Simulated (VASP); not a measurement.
A run of VASP 6.6.1 is set up as follows.

File INCAR:

```
PREC = Accurate
ENCUT = 690
EDIFF = 1E-6
ISMEAR = -1
SIGMA = 0.1
LREAL = F
LASPH = T
NELM = 200
ALGO = Normal
ISIF = 2
LWAVE = F
LCHARG = F
ISPIN = 2
MAGMOM = 1.8 1.8
LORBIT = 11
LMAXMIX = 4
GGA = PS
NBANDS = 28
GGA_COMPAT = F
```

The input KPOINTS:

```
regular mesh
0
Gamma
  14 14 8
```

The input POSCAR:

```
Co
1.0
    2.4550538397      0.0000000000      0.0000000000
   -1.2275269199      2.1261389928      0.0000000000
    0.0000000000      0.0000000000      3.9706413187
Co
2
Direct
    0.6666666667      0.3333333333      0.2500007896
    0.3333333333      0.6666666667      0.7499992104
```

Potentials or basis: VASP PAW PBE potentials, release 64 (Co_sv).

The run is started by

```console
$ cat potpaw_PBE.64/Co_sv/POTCAR > POTCAR
$ mpirun -np 1 vasp_std > vasp.out
```

**Question.** Estimate the pressure.

**Answer.** -1.5 GPa.

**Question.** Predict the net moment.

**Answer.** 3.09 μB per cell.

**Question.** What does it give for the site moments?

**Answer.** Co +1.60 μB.

Caveat: the PAW data sets were made with another functional, which shifts forces and pressure a little.
